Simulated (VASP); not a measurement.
# YZnC4N4 (P4/mmm) in VASP: notebook, part 2 of 2

VASP 6.6.1. Earlier steps stand in the parts before.

## Step 4: Single point, PBE, collinear spin, ferromagnetic start

This run uses another cell than the first one, of 24.73 Å³/atom.

Contents of INCAR:

```
SYSTEM = YZnC4N4
PREC = Accurate
ENCUT = 520
EDIFF = 1E-7
ISMEAR = 0
SIGMA = 0.1
LREAL = .False.
LASPH = .True.
NELM = 150
ALGO = Normal
ISIF = 2
LWAVE = .False.
LCHARG = .True.
ISPIN = 2
MAGMOM = 0 0 1 1 1 1 1 1 1 1
LORBIT = 11
LMAXMIX = 4
GGA = PE
LELF = .True.
LVHAR = .True.
NBANDS = 44
```

Contents of KPOINTS:

```
Automatic mesh
0
Gamma
  2 2 4
  0 0 0
```

Contents of POSCAR:

```
YZnC4N4
1.0
    8.0712276516      0.0000000000      0.0000000000
    0.0000000000      8.0712276516      0.0000000000
    0.0000000000      0.0000000000      3.7966078536
Y Zn C N
1 1 4 4
Direct
    0.0000000000      0.0000000000      0.0000000000
    0.5000000000      0.5000000000      0.0000000000
    0.2198744397      0.7801255603      0.0000000000
    0.7801255603      0.2198744397      0.0000000000
    0.2198744397      0.2198744397      0.0000000000
    0.7801255603      0.7801255603      0.0000000000
    0.3220925326      0.6779074674      0.0000000000
    0.6779074674      0.3220925326      0.0000000000
    0.3220925326      0.3220925326      0.0000000000
    0.6779074674      0.6779074674      0.0000000000
```

Potentials or basis: VASP PAW PBE potentials, release 64 (Y_sv, Zn, C, N).

On the command line:

```
> cat potpaw_PBE.64/Y_sv/POTCAR potpaw_PBE.64/Zn/POTCAR potpaw_PBE.64/C/POTCAR potpaw_PBE.64/N/POTCAR > POTCAR
> mpirun -np 1 vasp_std > vasp.out
```

OUTCAR:

```text
SYSTEM = YZnC4N4
   PREC = Accurate
   ENCUT = 520
   EDIFF = 1E-7
   ISMEAR = 0
   LREAL = .False.
   LASPH = .True.
   NELM = 150
   ISIF = 2
   ISPIN = 2
   LORBIT = 11
   GGA = PE

 ion  position               nearest neighbor table
   1  0.000  0.000  0.000-   3 2.51   4 2.51   5 2.51   6 2.51
   2  0.500  0.500  0.000-   7 2.03   8 2.03   9 2.03  10 2.03
   3  0.220  0.780  0.000-   7 1.17   1 2.51
   4  0.780  0.220  0.000-   8 1.17   1 2.51
   5  0.220  0.220  0.000-   9 1.17   1 2.51
   6  0.780  0.780  0.000-  10 1.17   1 2.51
   7  0.322  0.678  0.000-   3 1.17   2 2.03
   8  0.678  0.322  0.000-   4 1.17   2 2.03
   9  0.322  0.322  0.000-   5 1.17   2 2.03
[... 1017 lines left out ...]
  energy-cutoff  :      520.00
  volume of cell :      247.33
      direct lattice vectors                 reciprocal lattice vectors
     8.071227652  0.000000000  0.000000000     0.123896889  0.000000000  0.000000000
     0.000000000  8.071227652  0.000000000     0.000000000  0.123896889  0.000000000
     0.000000000  0.000000000  3.796607854     0.000000000  0.000000000  0.263393018

 POSITION                                       TOTAL-FORCE (eV/Angst)
 -----------------------------------------------------------------------------------
      0.00000      0.00000      0.00000         0.000000      0.000000      0.000000
      4.03561      4.03561      0.00000         0.000000      0.000000      0.000000
      1.77466      6.29657      0.00000        -0.445011      0.445011     -0.000000
      6.29657      1.77466      0.00000         0.445011     -0.445011      0.000000
      1.77466      1.77466      0.00000        -0.445011     -0.445011      0.000000
      6.29657      6.29657      0.00000         0.445011      0.445011      0.000000
      2.59968      5.47155      0.00000         0.342323     -0.342323     -0.000000
      5.47155      2.59968      0.00000        -0.342323      0.342323      0.000000
      2.59968      2.59968      0.00000         0.342323      0.342323      0.000000
      5.47155      5.47155      0.00000        -0.342323     -0.342323      0.000000
 -----------------------------------------------------------------------------------
    total drift:                                0.000000      0.000000      0.000000

  FREE ENERGIE OF THE ION-ELECTRON SYSTEM (eV)
  ---------------------------------------------------
  free  energy   TOTEN  =       -74.9798723860 eV

  energy  without entropy=      -74.9725531452  energy(sigma->0) =      -74.97621277

 total charge

# of ion       s       p       d       f       tot
--------------------------------------------------
    1        2.196   6.342   0.786   0.043   9.366
    2        0.425   0.424   9.864   0.000  10.713
    3        0.969   1.613   0.000   0.000   2.582
    4        0.969   1.613   0.000   0.000   2.582
    5        0.969   1.613   0.000   0.000   2.582
    6        0.969   1.613   0.000   0.000   2.582
    7        1.307   2.584   0.000   0.000   3.892
    8        1.307   2.584   0.000   0.000   3.892
    9        1.307   2.584   0.000   0.000   3.892
   10        1.307   2.584   0.000   0.000   3.892
--------------------------------------------------
tot         11.728  23.554  10.650   0.043  45.975

 magnetization (x)

# of ion       s       p       d       f       tot
--------------------------------------------------
    1        0.052   0.069   0.280   0.001   0.402
    2        0.000   0.003  -0.000   0.000   0.003
    3        0.001   0.001   0.000   0.000   0.002
    4        0.001   0.001   0.000   0.000   0.002
    5        0.001   0.001   0.000   0.000   0.002
    6        0.001   0.001   0.000   0.000   0.002
    7        0.000   0.004   0.000   0.000   0.004
    8        0.000   0.004   0.000   0.000   0.004
    9        0.000   0.004   0.000   0.000   0.004
   10        0.000   0.004   0.000   0.000   0.004
--------------------------------------------------
tot          0.056   0.089   0.280   0.001   0.426
```

It took 10 min on 1 thread of AMD EPYC 7R43 (Zen 3), shared host; peak memory 0.42 GiB.

What came out:

```yaml
Free_energy: -74.9799 eV
Pressure: 0.3 GPa
Largest_force: 0.629 eV/Å
Net_moment: 0.80 μB per cell
Site_moments: Y +0.40; Zn +0.00; C +0.00; N +0.00 μB
Valence_electrons_inside_the_program's_atomic_spheres: Y 9.37; Zn 10.71; C 2.58; N 3.89
```

Forces on the atoms (eV/Å):
```
Y    0.000  0.000  0.000
Zn   0.000  0.000  0.000
C   -0.445  0.445  0.000
C    0.445 -0.445  0.000
C   -0.445 -0.445  0.000
C    0.445  0.445  0.000
N    0.342 -0.342  0.000
N   -0.342  0.342  0.000
N    0.342  0.342  0.000
N   -0.342 -0.342  0.000
```

Stress tensor (GPa, compression positive):
```
0.09 0.00 0.00
0.00 0.09 0.00
0.00 0.00 0.62
```

Levels at points of the mesh, in eV from the Fermi level:
Spin up:
| k point | band 27 | band 28 | band 29 | band 30 | band 31 | band 32 | band 33 | band 34 |
| --- | --- | --- | --- | --- | --- | --- | --- | --- |
| (0.00, 0.00, 0.00) | -4.29 | -4.18 | -3.41 | -1.52 | 0.51 | 2.03 | 2.03 | 2.68 |
| (0.50, 0.00, 0.00) | -4.30 | -4.30 | -3.16 | -1.51 | 0.71 | 1.81 | 2.07 | 2.60 |
| (0.50, 0.50, 0.00) | -4.11 | -4.11 | -3.55 | -1.50 | 0.94 | 2.03 | 2.03 | 2.64 |
| (0.00, 0.00, 0.50) | -4.17 | -4.12 | -3.33 | 0.03 | 0.17 | 0.17 | 0.87 | 2.27 |
| (0.50, 0.00, 0.50) | -4.32 | -4.22 | -3.00 | -0.27 | 0.23 | 0.69 | 1.06 | 1.91 |
| (0.50, 0.50, 0.50) | -3.92 | -3.92 | -3.42 | 0.17 | 0.17 | 0.78 | 0.92 | 1.28 |
Spin down:
```csv
k point,band 25,band 26,band 27,band 28,band 29,band 30,band 31,band 32,band 33,band 34
"(0.00, 0.00, 0.00)",-4.33,-4.33,-4.28,-4.18,-3.40,0.10,0.56,2.17,2.17,2.70
"(0.50, 0.00, 0.00)",-4.32,-4.32,-4.29,-4.29,-3.15,0.11,0.76,1.93,2.21,2.63
"(0.50, 0.50, 0.00)",-4.33,-4.31,-4.09,-4.09,-3.52,0.11,1.00,2.17,2.17,2.66
"(0.00, 0.00, 0.50)",-4.55,-4.16,-4.16,-4.12,-3.32,0.33,0.51,0.51,0.90,2.93
"(0.50, 0.00, 0.50)",-4.60,-4.38,-4.32,-4.22,-3.00,-0.04,0.58,1.09,1.34,2.11
"(0.50, 0.50, 0.50)",-4.69,-4.41,-3.91,-3.91,-3.41,0.52,0.52,0.94,1.31,1.46
```

Caveat: the k points lie up to 0.41 Å⁻¹ apart; a moment this small can come from the mesh or the smearing.

## Step 5: The runs side by side

| spin | cell | k mesh | gap on the mesh (eV) | pressure (GPa) | largest force (eV/Å) |
| --- | --- | --- | --- | --- | --- |
| off | a = 7.472, b = 7.472, c = 3.257 Å, 10 atoms, atomic positions A | 4 × 4 × 6 | none | 16.2 | 4.79 |
| off | a = 8.071, b = 8.071, c = 3.797 Å, 10 atoms, atomic positions B | 4 × 4 × 6 | none | 0.4 | 0.45 |
| collinear, ferromagnetic start | a = 8.071, b = 8.071, c = 3.797 Å, 10 atoms, atomic positions B | 2 × 2 × 4 | none | 0.3 | 0.63 |

Alike in all rows: task single point; level PBE; potentials or basis VASP PAW PBE potentials, release 64 (Y_sv, Zn, C, N); cutoff (eV) 520; smearing gaussian 0.1 eV.

Caveats: some runs use coarse meshes; an odd number of electrons without spin polarisation forces a metal (at least some runs); a magnetic or distorted state may lie lower (at least some runs); the stress differs along the axes, from 4 to 22 GPa (at least some runs); a moment this small can come from the mesh or the smearing (at least some runs).

Absolute energies hang on the potentials; compare differences alone.
